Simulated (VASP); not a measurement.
# Na (Fm-3m) in VASP: notebook

Na is run at these levels: PBE; tasks: single point, relaxation of cell and atoms.

Everything below comes from runs of VASP 6.6.1. Logs are shortened: lines on timing, memory, paths and dates and some standing lists are left out, and cuts for length are marked.

## Step 1: The cell of the first run

It takes space group Fm-3m (No. 225, cubic). The conventional cell has a = 5.286 Å, b = 5.286 Å, c = 5.286 Å, α = 90.00°, β = 90.00°, γ = 90.00°. Within 4.9 Å of Na (site symmetry m-3m) lie 12 Na at 3.74 Å.

## Step 2: Single point, PBE

Input file INCAR:

```
SYSTEM = Na
PREC     = Accurate       ! precision mode
ENCUT    = 520            ! plane-wave cutoff, eV
EDIFF    = 1E-6           ! SCF threshold, eV
ISMEAR   = 0              ! smearing method
SIGMA    = 0.1            ! smearing width, eV
LREAL    = .False.        ! projectors in reciprocal space
LASPH    = .True.         ! aspherical terms in the spheres
NELM     = 60             ! most SCF steps
ALGO     = Fast           ! electronic algorithm
ISIF     = 2              ! what is computed and relaxed
LWAVE    = .False.        ! write WAVECAR
LCHARG   = .True.         ! write CHGCAR
GGA      = PE             ! functional
LELF     = .True.         ! ELF
LVHAR    = .True.       
NBANDS   = 10             ! bands
```

Input file KPOINTS:

```
regular mesh
0
Gamma
  18 18 18
  0 0 0
```

Input file POSCAR:

```
Na
1.0
    0.0000000000      2.6430056362      2.6430056362
    2.6430056362      0.0000000000      2.6430056362
    2.6430056362      2.6430056362      0.0000000000
Na
1
Direct
    0.0000000000      0.0000000000      0.0000000000
```

Potentials or basis: VASP PAW PBE potentials, release 64 (Na_pv).

Launch:

```bash
$ cat potpaw_PBE.64/Na_pv/POTCAR > POTCAR
$ mpirun -np 1 vasp_std > vasp.out
```

OUTCAR:

```text
SYSTEM = Na
   PREC = Accurate
   ENCUT = 520
   EDIFF = 1E-6
   ISMEAR = 0
   LREAL = .False.
   LASPH = .True.
   NELM = 60
   ISIF = 2
   GGA = PE

 ion  position               nearest neighbor table
   1  0.000  0.000  0.000-

  LATTYP: Found a face centered cubic cell.
 ALAT       =     5.2860112724

  Lattice vectors:

 A1 = (   0.0000000000,   2.6430056362,   2.6430056362)
 A2 = (   2.6430056362,   0.0000000000,   2.6430056362)
 A3 = (   2.6430056362,   2.6430056362,   0.0000000000)

Analysis of symmetry for initial positions (statically):
=====================================================================
 Subroutine PRICEL returns:
 Original cell was already a primitive cell.

 Routine SETGRP: Setting up the symmetry group for a
 face centered cubic supercell.

 Subroutine GETGRP returns: Found 48 space group operations
 (whereof 48 operations were pure point group operations)
 out of a pool of 48 trial point group operations.

The static configuration has the point symmetry O_h .

Analysis of symmetry for dynamics (positions and initial velocities):
=====================================================================
 Subroutine PRICEL returns:
 Original cell was already a primitive cell.

 Routine SETGRP: Setting up the symmetry group for a
 face centered cubic supercell.

 Subroutine GETGRP returns: Found 48 space group operations
 (whereof 48 operations were pure point group operations)
 out of a pool of 48 trial point group operations.

The dynamic configuration has the point symmetry O_h .

 Subroutine INISYM returns: Found 48 space group operations
 (whereof 48 operations are pure point group operations),
 and found     1 'primitive' translations

----------------------------------------------------------------------------------------

                                     Primitive cell

  volume of cell :      36.9253

  direct lattice vectors                    reciprocal lattice vectors
     0.000000000  2.643005636  2.643005636    -0.189178560  0.189178560  0.189178560
     2.643005636  0.000000000  2.643005636     0.189178560 -0.189178560  0.189178560
     2.643005636  2.643005636  0.000000000     0.189178560  0.189178560 -0.189178560

  length of vectors
     3.737774416  3.737774416  3.737774416     0.327666877  0.327666877  0.327666877

  position of ions in fractional coordinates (direct lattice)
     0.000000000  0.000000000  0.000000000

  ion indices of the primitive-cell ions
   primitive index   ion index
                 1           1

----------------------------------------------------------------------------------------

 KPOINTS: regular mesh

Automatic generation of k-mesh.
 Grid dimensions read from file:
 generate k-points for:   18   18   18

 Generating k-lattice:

  Cartesian coordinates                     Fractional coordinates (reciprocal lattice)
    -0.010509920  0.010509920  0.010509920     0.055555556  0.000000000  0.000000000
     0.010509920 -0.010509920  0.010509920     0.000000000  0.055555556  0.000000000
     0.010509920  0.010509920 -0.010509920     0.000000000  0.000000000  0.055555556

  Length of vectors
     0.018203715  0.018203715  0.018203715

  Shift w.r.t. Gamma in fractional coordinates (k-lattice)
     0.000000000  0.000000000  0.000000000

 Subroutine IBZKPT returns following result:
 ===========================================

 Found    195 irreducible k-points:

 Following reciprocal coordinates:
            Coordinates               Weight
  0.000000  0.000000  0.000000      1.000000
  0.055556  0.000000  0.000000      8.000000
  0.111111  0.000000  0.000000      8.000000
  0.166667  0.000000  0.000000      8.000000
  0.222222  0.000000  0.000000      8.000000
  0.277778  0.000000  0.000000      8.000000
[... 16 lines left out ...]
 -0.277778  0.055556  0.000000     24.000000
 -0.222222  0.055556  0.000000     24.000000
 [... further k-points ...]
   k-points           NKPTS =    195   k-points in BZ     NKDIM =    195   number of bands    NBANDS=     10
   number of dos      NEDOS =    301   number of ions     NIONS =      1
   total plane-waves  NPLWV =  21952
   dimension x,y,z NGX =    28 NGY =   28 NGZ =   28
   dimension x,y,z NGXF=    56 NGYF=   56 NGZF=   56
   ions per type =               1
   NGX,Y,Z   is equivalent  to a cutoff of  12.45, 12.45, 12.45 a.u.
   NGXF,Y,Z  is equivalent  to a cutoff of  24.91, 24.91, 24.91 a.u.
 SYSTEM =  Na
   PREC   = accura    normal or accurate (medium, high low for compatibility)
   ISTART =      0    job   : 0-new  1-cont  2-samecut
   ICHARG =      2    charge: 1-file 2-atom 10-const
   ISPIN  =      1    spin polarized calculation?
   LNONCOLLINEAR =      F non collinear calculations
   LSORBIT =      F    spin-orbit coupling
   LASPH  =      T    aspherical Exc in radial PAW
   ENCUT  =  520.0 eV  38.22 Ry    6.18 a.u.   6.95  6.95  6.95*2*pi/ulx,y,z
   NELM   =     60;   NELMIN=  2; NELMDL= -5     # of ELM steps
   EDIFF  = 0.1E-05   stopping-criterion for ELM
   LREAL  =      F    real-space projection
   EDIFFG = 0.1E-04   stopping-criterion for IOM
   NSW    =      0    number of steps for IOM
   IBRION =     -1    ionic relax: 0-MD 1-quasi-New 2-CG
   NFREE  =      0    steps in history (QN), initial steepest desc. (CG)
   ISIF   =      2    stress and relaxation
   ISYM   =      2    0-nonsym 1-usesym 2-fastsym
   POTIM  = 0.5000    time-step for ionic-motion
   TEBEG  =    0.0;   TEEND  =   0.0 temperature during run
   PSTRESS=    0.0 pullay stress
   NELECT =       7.0000    total number of electrons
   NUPDOWN=      -1.0000    fix difference up-down
   EMIN   =  10.00;   EMAX   =-10.00  energy-range for DOS
   EFERMI =   0.00;   METHOD = LEGACY
   ISMEAR =     0;   SIGMA  =   0.10  broadening in eV -4-tet -1-fermi 0-gaus
   EFERMI_NEDOS =   21; number of points for ismear=-14 and -15
   IALGO  =     68    algorithm
   IMIX   =      4    mixing-type and parameters
     AMIX     =   0.40;   BMIX     =  1.00
     AMIX_MAG =   1.60;   BMIX_MAG =  1.00
  volume/ion in A,a.u.               =      36.93       249.18
  Fermi-wavevector in a.u.,A,eV,Ry     =   0.940444  1.777181 12.033457  0.884434
  Thomas-Fermi vector in A             =   2.067856
   LORBIT       =      0    0 simple, 1 ext, 2 COOP (PROOUT), +10 PAW based schemes
   GGA     = PE    functional components
   LHFCALC =     F    Hartree Fock is set to
   AEXX    =    0.0000 exact exchange contribution
   IVDW    =     0    specifies the selected vdW correction
   LEPSILON=     F    determine dielectric tensor
   LRPA    =     F    only Hartree local field effects (RPA)
 non-spin polarized calculation
 RMM-DIIS sequential band-by-band and
 Gauss-broadening in eV      SIGMA  =   0.10
  energy-cutoff  :      520.00
  volume of cell :       36.93
 maximum number of plane-waves:      1018
   NGX = 13   NGY = 13   NGZ = 13

 number of electron       6.9999995 magnetization

 Free energy of the ion-electron system (eV)
  ---------------------------------------------------
  ext. energy  EPLUGINS =         0.00000000
  ---------------------------------------------------
  free energy    TOTEN  =        -1.31268713 eV

  energy without entropy =       -1.30993063  energy(sigma->0) =       -1.31130888

 E-fermi :   0.3633     XC(G=0):  -6.5120

 val. band max:        0.3196739794   @ k =   0.3889   0.3889   0.0000
 cond. band min:       0.3765157261   @ k =   0.5000   0.1111   0.0556
 fundamental gap:      0.0568417466
 Fermi energy:         0.3633432295

 k-point     1 :       0.0000    0.0000    0.0000
  band No.  band energies     occupation
      1     -24.5532      2.00000
      2     -24.5532      2.00000
      3     -24.5532      2.00000
      4      -2.9471      2.00000
      5      11.4580      0.00000
      6      11.4580      0.00000
      7      11.4580      0.00000
      8      12.5595      0.00000
      9      13.0433      0.00000
     10      13.0433      0.00000

 k-point     2 :       0.0556    0.0000    0.0000
  band No.  band energies     occupation
      1     -24.5542      2.00000
      2     -24.5533      2.00000
      3     -24.5533      2.00000
      4      -2.8955      2.00000
      5      10.5198      0.00000
      6      11.3430      0.00000
      7      11.3430      0.00000
      8      12.6908      0.00000
      9      13.2395      0.00000
     10      13.2466      0.00000

 k-point     3 :       0.1111    0.0000    0.0000
  band No.  band energies     occupation
      1     -24.5573      2.00000
      2     -24.5537      2.00000
      3     -24.5537      2.00000
      4      -2.7411      2.00000
      5       9.1604      0.00000
      6      11.1052      0.00000
      7      11.1052      0.00000
      8      12.4474      0.00000
      9      13.7085      0.00000
     10      13.7087      0.00000

 k-point     4 :       0.1667    0.0000    0.0000
  band No.  band energies     occupation
      1     -24.5621      2.00000
      2     -24.5544      2.00000
      3     -24.5544      2.00000
      4      -2.4847      2.00000
      5       7.8044      0.00000
      6      10.8664      0.00000
      7      10.8665      0.00000
      8      12.1602      0.00000
      9      14.0149      0.00000
     10      14.0160      0.00000
[... 222 lines left out ...]
 k-point    22 :      -0.3333    0.0556    0.0000
  band No.  band energies     occupation
      1     -24.5813      2.00000
      2     -24.5582      2.00000
      3     -24.5568      2.00000
      4      -0.8736      2.00000
      5       3.7766      0.00000
      6       9.3656      0.00000
      7      10.8810      0.00000
      8      11.8283      0.00000
      9      11.9241      0.00000
     10      12.5203      0.00000

 k-point    23 :      -0.2778    0.0556    0.0000
  band No.  band energies     occupation
      1     -24.5760      2.00000
      2     -24.5575      2.00000
      3     -24.5560      2.00000
      4      -1.4552      2.00000
      5       4.9073      0.00000
      6       9.4035      0.00000
      7      11.1010      0.00000
      8      12.1200      0.00000
      9      12.1323      0.00000
     10      12.8779      0.00000

 k-point    24 :      -0.2222    0.0556    0.0000
  band No.  band energies     occupation
      1     -24.5700      2.00000
      2     -24.5566      2.00000
      3     -24.5551      2.00000
      4      -1.9421      2.00000
      5       6.1138      0.00000
      6       9.5228      0.00000
      7      11.2790      0.00000
      8      12.3218      0.00000
      9      12.5965      0.00000
     10      13.3903      0.00000

 [... further k-points ...]
[... 5 lines left out ...]
  --------------------------------------------------------------------------------------
  -------------------------------------------------------------------------------------
  Total       -0.0122700     -0.0122700     -0.0122700      0.0000000      0.0000000     -0.0000000
  in kB       -0.5323916     -0.5323916     -0.5323916      0.0000000      0.0000000     -0.0000000
  external PRESSURE =      -0.5323916 kB  Pullay stress =       0.0000000 kB

 VOLUME and BASIS-vectors are now :
 -----------------------------------------------------------------------------
  energy-cutoff  :      520.00
  volume of cell :       36.93
      direct lattice vectors                 reciprocal lattice vectors
     0.000000000  2.643005636  2.643005636    -0.189178560  0.189178560  0.189178560
     2.643005636  0.000000000  2.643005636     0.189178560 -0.189178560  0.189178560
     2.643005636  2.643005636  0.000000000     0.189178560  0.189178560 -0.189178560

 POSITION                                       TOTAL-FORCE (eV/Angst)
 -----------------------------------------------------------------------------------
      0.00000      0.00000      0.00000        -0.000000      0.000000      0.000000
 -----------------------------------------------------------------------------------
    total drift:                               -0.000000     -0.000000     -0.000000

  FREE ENERGIE OF THE ION-ELECTRON SYSTEM (eV)
  ---------------------------------------------------
  free  energy   TOTEN  =        -1.3126871334 eV

  energy  without entropy=       -1.3099306257  energy(sigma->0) =       -1.31130888
```

It took 51 s on 1 thread of Oxide Virtual Turin-like, shared host; peak memory 0.15 GiB.

What came out:

| Item | Value |
| --- | --- |
| Free energy | -1.3127 eV |
| Pressure | -0.1 GPa |

## Step 3: Relaxation of cell and atoms, PBE

This run uses another cell than the first one, of 38.83 Å³/atom, 1.052 times its volume.

Input file INCAR:

```
SYSTEM = Na
PREC     = Accurate       ! precision mode
ENCUT    = 600            ! plane-wave cutoff, eV
EDIFF    = 1E-6           ! SCF threshold, eV
ISMEAR   = 0              ! smearing method
SIGMA    = 0.1            ! smearing width, eV
LREAL    = .FALSE.        ! projectors in reciprocal space
LASPH    = .TRUE.         ! aspherical terms in the spheres
NELM     = 100            ! most SCF steps
ALGO     = Normal         ! electronic algorithm
ISIF     = 3              ! what is computed and relaxed
LWAVE    = .FALSE.        ! write WAVECAR
LCHARG   = .FALSE.        ! write CHGCAR
GGA      = PE             ! functional
IBRION   = 2              ! ionic algorithm
NSW      = 100            ! ionic steps
EDIFFG   = -0.01          ! ionic threshold
```

Input file KPOINTS:

```
Automatic mesh
0
G
  18 18 18
  0 0 0
```

Input file POSCAR:

```
Na
1.0
    0.0000000000      2.6877381687      2.6877381687
    2.6877381687      0.0000000000      2.6877381687
    2.6877381687      2.6877381687      0.0000000000
Na
1
Direct
    0.0000000000      0.0000000000      0.0000000000
```

Potentials or basis: VASP PAW PBE potentials, release 64 (Na_pv).

Launch:

```bash
$ cat potpaw_PBE.64/Na_pv/POTCAR > POTCAR
$ mpirun -np 1 vasp_std > vasp.out
```

OUTCAR:

```text
SYSTEM = Na
   PREC = Accurate
   ENCUT = 600
   EDIFF = 1E-6
   ISMEAR = 0
   LREAL = .FALSE.
   LASPH = .TRUE.
   NELM = 100
   ISIF = 3
   GGA = PE
   IBRION = 2
   NSW = 100
   EDIFFG = -0.01

 ion  position               nearest neighbor table
   1  0.000  0.000  0.000-

  LATTYP: Found a face centered cubic cell.
 ALAT       =     5.3754763374

  Lattice vectors:

 A1 = (   0.0000000000,   2.6877381687,   2.6877381687)
 A2 = (   2.6877381687,   0.0000000000,   2.6877381687)
 A3 = (   2.6877381687,   2.6877381687,   0.0000000000)

Analysis of symmetry for initial positions (statically):
=====================================================================
 Subroutine PRICEL returns:
 Original cell was already a primitive cell.

 Routine SETGRP: Setting up the symmetry group for a
 face centered cubic supercell.

 Subroutine GETGRP returns: Found 48 space group operations
 (whereof 48 operations were pure point group operations)
 out of a pool of 48 trial point group operations.

The static configuration has the point symmetry O_h .

[... 164 lines left out ...]
  Direction    XX          YY          ZZ          XY          YZ          ZX
  --------------------------------------------------------------------------------------
  -------------------------------------------------------------------------------------
  Total       -0.0857315     -0.0857315     -0.0857315      0.0000000      0.0000000     -0.0000000
  in kB       -3.5372046     -3.5372046     -3.5372046      0.0000000      0.0000000     -0.0000000
  external PRESSURE =      -3.5372046 kB  Pullay stress =       0.0000000 kB
[... 162 lines left out ...]
--------------------------------------- Ionic step        6  -------------------------------------------

 number of electron       7.0000005 magnetization

 Free energy of the ion-electron system (eV)
  ---------------------------------------------------
  ext. energy  EPLUGINS =         0.00000000
  ---------------------------------------------------
  free energy    TOTEN  =        -1.31279164 eV

  energy without entropy =       -1.31003403  energy(sigma->0) =       -1.31141284

 E-fermi :   0.3608     XC(G=0):  -6.5097

 val. band max:        0.3171123642   @ k =   0.3889   0.3889   0.0000
 cond. band min:       0.3739544990   @ k =   0.5000   0.1111   0.0556
 fundamental gap:      0.0568421348
 Fermi energy:         0.3607712048

 k-point     1 :       0.0000    0.0000    0.0000
  band No.  band energies     occupation
      1     -24.5575      2.00000
      2     -24.5575      2.00000
      3     -24.5575      2.00000
      4      -2.9478      2.00000
      5      11.4503      0.00000
      6      11.4504      0.00000
      7      11.4504      0.00000
[... 221 lines left out ...]
 k-point    24 :      -0.2222    0.0556    0.0000
  band No.  band energies     occupation
      1     -24.5744      2.00000
      2     -24.5610      2.00000
      3     -24.5595      2.00000
      4      -1.9434      2.00000
      5       6.1082      0.00000
      6       9.5154      0.00000
      7      11.2711      0.00000

 [... further k-points ...]
[... 5 lines left out ...]
  --------------------------------------------------------------------------------------
  -------------------------------------------------------------------------------------
  Total        0.0065617      0.0065617      0.0065617      0.0000000      0.0000000     -0.0000000
  in kB        0.2844643      0.2844643      0.2844643      0.0000000      0.0000000     -0.0000000
  external PRESSURE =       0.2844643 kB  Pullay stress =       0.0000000 kB
[... 16 lines left out ...]
  FREE ENERGIE OF THE ION-ELECTRON SYSTEM (eV)
  ---------------------------------------------------
  free  energy   TOTEN  =        -1.3127916400 eV

  energy  without entropy=       -1.3100340326  energy(sigma->0) =       -1.31141284

 reached required accuracy - stopping structural energy minimisation
```

OSZICAR:

```text
N       E                     dE             d eps       ncg     rms          rms(c)
DAV:   1     0.216643927544E+02    0.21664E+02   -0.40750E+03  2737   0.914E+02
DAV:   2    -0.856481421935E+00   -0.22521E+02   -0.22504E+02  2814   0.143E+02
DAV:   3    -0.130795383113E+01   -0.45147E+00   -0.45146E+00  3885   0.292E+01
[... 39 lines left out ...]
DAV:   2    -0.131588994939E+01    0.88488E-02   -0.10658E-02  2737   0.226E+00    0.380E-01
DAV:   3    -0.131299359182E+01    0.28964E-02   -0.52719E-03  2730   0.152E+00    0.361E-02
DAV:   4    -0.131279353100E+01    0.20006E-03   -0.20544E-04  2744   0.341E-01    0.345E-03
DAV:   5    -0.131279225240E+01    0.12786E-05   -0.65696E-07  1757   0.166E-02    0.121E-03
DAV:   6    -0.131279164003E+01    0.61237E-06   -0.67789E-07  1372   0.212E-02
   6 F= -.13127916E+01 E0= -.13114128E+01  d E =-.198968E-02
```

Run time: 2.5 min. Hardware: 1 thread of Oxide Virtual Turin-like, shared host; peak memory 0.17 GiB.

What came out:

| Item | Value |
| --- | --- |
| Free energy | -1.3128 eV |
| Relaxed volume | 36.96 Å³/atom |
| Relaxed cell | a = 3.739 Å, b = 3.739 Å, c = 3.739 Å, α = 60.00°, β = 60.00°, γ = 60.00° |
| Space group after relaxing (to 0.05 Å) | Fm-3m (No. 225) |
| Energy gained by relaxing | 2.0 meV/atom |
| Ionic steps | 6 |
| Pressure after relaxing | 0.0 GPa |

Step by step:
```csv
step,energy change (eV),largest force (eV/Å),pressure (GPa),volume (Å³)
1,0.0000,0.0000,-0.35,38.83
2,-0.0009,0.0000,-0.20,38.35
3,-0.0013,0.0000,-0.17,38.06
4,-0.0019,0.0000,-0.10,37.47
5,-0.0017,0.0000,0.13,36.31
6,-0.0020,0.0000,0.03,36.96
```

Final structure:
```cif
data_structure
_symmetry_space_group_name_H-M 'P 1'
_symmetry_Int_Tables_number 1
_cell_length_a 3.7389
_cell_length_b 3.7389
_cell_length_c 3.7389
_cell_angle_alpha 60.000
_cell_angle_beta 60.000
_cell_angle_gamma 60.000
_cell_volume 36.96
loop_
_atom_site_label
_atom_site_type_symbol
_atom_site_fract_x
_atom_site_fract_y
_atom_site_fract_z
_atom_site_occupancy
Na1 Na 0.00000 0.00000 0.00000 1
```
